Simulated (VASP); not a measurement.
# GaN (C222_1) in VASP: a series of runs, part 2 of 2

VASP 6.6.1. The steps go on from the part before.

### 4 Single point, PBEsol

This run uses another cell than the first one, of 11.38 Å³/atom, 1.027 times its volume.

INCAR

```
PREC = Accurate
ENCUT = 520
EDIFF = 1E-7
ISMEAR = 0
SIGMA = 0.05
LREAL = F
LASPH = T
NELM = 100
ALGO = Normal
ISIF = 2
LWAVE = F
LCHARG = F
GGA = PS
NBANDS = 26
```

KPOINTS

```
Automatic mesh
0
Gamma
  8 8 6
```

POSCAR

```
GaN
1.0
    0.0000000000     -2.2490913701     -2.2490913701
    0.0000000000      2.2490913701     -2.2490913701
    4.4981827401      0.0000000000      0.0000000000
Ga N
2 2
Direct
    0.4992186320      0.4992186320      0.5000000000
    0.0007813680      0.0007813680      0.0000000000
    0.0064470480      0.4935529520      0.2500000000
    0.4935529520      0.0064470480      0.7500000000
```

Potentials or basis: VASP PAW PBE potentials, release 64 (Ga_d, N).

On the command line:

```
> cat potpaw_PBE.64/Ga_d/POTCAR potpaw_PBE.64/N/POTCAR > POTCAR
> mpirun -np 1 vasp_std > vasp.out
```

OUTCAR:

```text
PREC = Accurate
   ENCUT = 520
   EDIFF = 1E-7
   ISMEAR = 0
   LREAL = F
   LASPH = T
   NELM = 100
   ISIF = 2
   GGA = PS

 ion  position               nearest neighbor table
   1  0.499  0.499  0.500-   3 1.93   4 1.93   3 1.97   4 1.97
   2  0.001  0.001  0.000-   3 1.93   4 1.93   3 1.97   4 1.97
   3  0.006  0.494  0.250-   1 1.93   2 1.93   2 1.97   1 1.97
   4  0.494  0.006  0.750-   1 1.93   2 1.93   2 1.97   1 1.97

  LATTYP: Found a simple tetragonal cell.
[... 897 lines left out ...]
  Direction    XX          YY          ZZ          XY          YZ          ZX
  --------------------------------------------------------------------------------------
  -------------------------------------------------------------------------------------
  Total        0.0008011     -0.0502949     -0.0198230      0.0000000      0.0000000      0.0000000
  in kB        0.0282052     -1.7707342     -0.6979085      0.0000000      0.0000000      0.0000000
  external PRESSURE =      -0.8134792 kB  Pullay stress =       0.0000000 kB

 VOLUME and BASIS-vectors are now :
 -----------------------------------------------------------------------------
  energy-cutoff  :      520.00
  volume of cell :       45.51
      direct lattice vectors                 reciprocal lattice vectors
     0.000000000 -2.249091370 -2.249091370     0.000000000 -0.222312000 -0.222312000
     0.000000000  2.249091370 -2.249091370     0.000000000  0.222312000 -0.222312000
     4.498182740  0.000000000  0.000000000     0.222312000  0.000000000  0.000000000

 POSITION                                       TOTAL-FORCE (eV/Angst)
 -----------------------------------------------------------------------------------
      2.24909      0.00000     -2.24558        -0.000000      0.000000     -0.317083
      0.00000      0.00000     -0.00351        -0.000000      0.000000      0.317083
      1.12455      1.09555     -1.12455         0.000000      0.530183      0.000000
      3.37364     -1.09555     -1.12455        -0.000000     -0.530183      0.000000
 -----------------------------------------------------------------------------------
    total drift:                                0.000000      0.000000     -0.000000

  FREE ENERGIE OF THE ION-ELECTRON SYSTEM (eV)
  ---------------------------------------------------
  free  energy   TOTEN  =       -26.2283077348 eV

  energy  without entropy=      -26.2283077348  energy(sigma->0) =      -26.22830773
```

OSZICAR:

```text
N       E                     dE             d eps       ncg     rms          rms(c)
DAV:   1     0.260989165020E+03    0.26099E+03   -0.17981E+04  4956   0.254E+03
DAV:   2     0.369423832256E+01   -0.25729E+03   -0.24286E+03  4768   0.469E+02
DAV:   3    -0.287873453900E+02   -0.32482E+02   -0.32036E+02  5094   0.138E+02
DAV:   4    -0.298445452001E+02   -0.10572E+01   -0.10532E+01  5246   0.267E+01
DAV:   5    -0.298665432468E+02   -0.21998E-01   -0.21975E-01  5300   0.376E+00    0.102E+01
DAV:   6    -0.262191548375E+02    0.36474E+01   -0.82252E+00  7346   0.485E+01    0.305E+00
DAV:   7    -0.262719851116E+02   -0.52830E-01   -0.12295E+00  4638   0.799E+00    0.263E+00
DAV:   8    -0.262478102751E+02    0.24175E-01   -0.18226E-01  7180   0.482E+00    0.111E+00
DAV:   9    -0.262278505998E+02    0.19960E-01   -0.52797E-02  7028   0.382E+00    0.349E-01
DAV:  10    -0.262283448429E+02   -0.49424E-03   -0.60059E-03  4616   0.509E-01    0.111E-01
DAV:  11    -0.262283182688E+02    0.26574E-04   -0.28561E-04  6610   0.340E-01    0.592E-02
DAV:  12    -0.262283283485E+02   -0.10080E-04   -0.52195E-05  4798   0.478E-02    0.775E-02
DAV:  13    -0.262283143949E+02    0.13954E-04   -0.11108E-05  6510   0.368E-02    0.559E-02
DAV:  14    -0.262283098885E+02    0.45065E-05   -0.64750E-06  6678   0.183E-02    0.288E-02
DAV:  15    -0.262283086644E+02    0.12241E-05   -0.91711E-07  6440   0.110E-02    0.198E-02
DAV:  16    -0.262283078793E+02    0.78514E-06   -0.10125E-06  6092   0.108E-02    0.794E-03
DAV:  17    -0.262283077656E+02    0.11369E-06   -0.32512E-07  3494   0.437E-03    0.277E-03
DAV:  18    -0.262283077348E+02    0.30802E-07   -0.86757E-08  2506   0.215E-03
   1 F= -.26228308E+02 E0= -.26228308E+02  d E =-.835267E-11
```

stdout:

```text
POSCAR found type information on POSCAR GaN
 POSCAR found :  2 types and       4 ions
 scaLAPACK will be used
 -----------------------------------------------------------------------------
|                                                                             |
|                                                                             |
|     You enforced a specific xc type in the INCAR file but a different       |
|     I HOPE YOU KNOW WHAT YOU ARE DOING!                                     |
|                                                                             |
 -----------------------------------------------------------------------------

 LDA part: xc-table for (Slater+PW92), standard interpolation
 POSCAR, INCAR and KPOINTS ok, starting setup
 FFT: planning ... GRIDC
 FFT: planning ... GRID_SOFT
 FFT: planning ... GRID
 WAVECAR not read
 entering main loop
```

It took 3.4 min on 1 thread of AMD EPYC 7R13, shared host; peak memory 0.18 GiB.

Results:

```yaml
Free_energy: -26.2283 eV
Pressure: -0.1 GPa
Largest_force: 0.530 eV/Å
Band_gap_on_the_k_mesh: 1.72 eV
```

Forces on the atoms (eV/Å):
```
Ga   0.000  0.000 -0.317
Ga   0.000  0.000  0.317
N    0.000  0.530  0.000
N    0.000 -0.530  0.000
```

Stress tensor (GPa, compression positive):
```
 0.00  0.00  0.00
 0.00 -0.18  0.00
 0.00  0.00 -0.07
```

Levels at points of the mesh, in eV from the valence-band top:
| k point | band 15 | band 16 | band 17 | band 18 | band 19 | band 20 | band 21 | band 22 |
| --- | --- | --- | --- | --- | --- | --- | --- | --- |
| (0.00, 0.00, 0.00) | -2.76 | -0.01 | 0.00 | 0.00 | 1.72 | 3.23 | 6.59 | 10.19 |
| (0.50, 0.00, 0.00) | -3.41 | -3.26 | -1.10 | -1.00 | 6.45 | 6.45 | 7.40 | 7.44 |
| (0.50, 0.50, 0.00) | -2.80 | -2.76 | -2.76 | -2.71 | 3.22 | 3.23 | 6.59 | 6.60 |
| (0.00, 0.00, 0.50) | -1.52 | -1.52 | -1.52 | -1.52 | 4.51 | 4.51 | 7.34 | 7.34 |
| (0.50, 0.00, 0.50) | -1.03 | -1.03 | -0.95 | -0.95 | 4.60 | 4.60 | 8.64 | 8.64 |
| (0.50, 0.50, 0.50) | -3.80 | -3.80 | -3.70 | -3.70 | 6.10 | 6.10 | 8.43 | 8.43 |

Caveat: the PAW data sets were made with another functional, which shifts forces and pressure a little. Expect the measured gap to be larger: semilocal functionals such as PBEsol lack the derivative discontinuity.
